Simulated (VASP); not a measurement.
## RbAgBr2: single point with PBE

The system is RbAgBr2.

```
Rb Br Ag
1.0
     4.48487    0.00000    0.00000
     0.00000    4.48487    0.00000
     0.00000    0.00000    6.30169
Rb Br Ag
1 2 1
Direct
  0.00000 0.00000 0.00000
  0.00000 0.00000 0.50000
  0.50000 0.50000 0.00000
  0.50000 0.50000 0.50000
```

```
Program             : VASP 6.6.1
Task                : single point
Functional          : PBE
Potentials or basis : VASP PAW PBE potentials, release 64 (Rb_sv, Br, Ag)
Cutoff              : 520 eV
k mesh              : 6 × 6 × 4
Occupations         : gaussian, width 0.01 eV
Spin                : no spin polarisation
```

The pressure is 1.4 GPa and the band gap on the k mesh is 1.16 eV (least direct gap 1.84 eV).

Levels at points of the mesh, in eV from the valence-band top:
| k point | band 13 | band 14 | band 15 | band 16 | band 17 | band 18 | band 19 | band 20 | band 21 | band 22 |
| --- | --- | --- | --- | --- | --- | --- | --- | --- | --- | --- |
| (0.00, 0.00, 0.00) | -1.32 | -1.32 | -0.74 | -0.68 | -0.68 | 1.16 | 5.40 | 6.22 | 7.75 | 7.75 |
| (0.50, 0.00, 0.00) | -1.68 | -1.48 | -1.26 | -0.72 | -0.09 | 3.98 | 5.13 | 6.46 | 7.44 | 8.29 |
| (0.50, 0.50, 0.00) | -1.86 | -1.50 | -0.86 | -0.86 | -0.84 | 1.91 | 5.79 | 5.79 | 7.84 | 8.29 |
| (0.00, 0.00, 0.50) | -1.32 | -1.32 | -1.14 | -0.62 | -0.62 | 2.79 | 5.48 | 5.53 | 7.54 | 8.01 |
| (0.50, 0.00, 0.50) | -1.47 | -1.22 | -1.09 | -0.12 | 0.00 | 4.67 | 5.03 | 5.33 | 6.95 | 8.63 |
| (0.50, 0.50, 0.50) | -1.86 | -1.51 | -0.96 | -0.82 | -0.82 | 3.36 | 6.41 | 6.41 | 6.82 | 8.43 |

Run time: 3.2 min on 1 thread of AMD EPYC 7R13, on a shared host, peak memory 0.27 GiB.

A k mesh can miss the band edges.
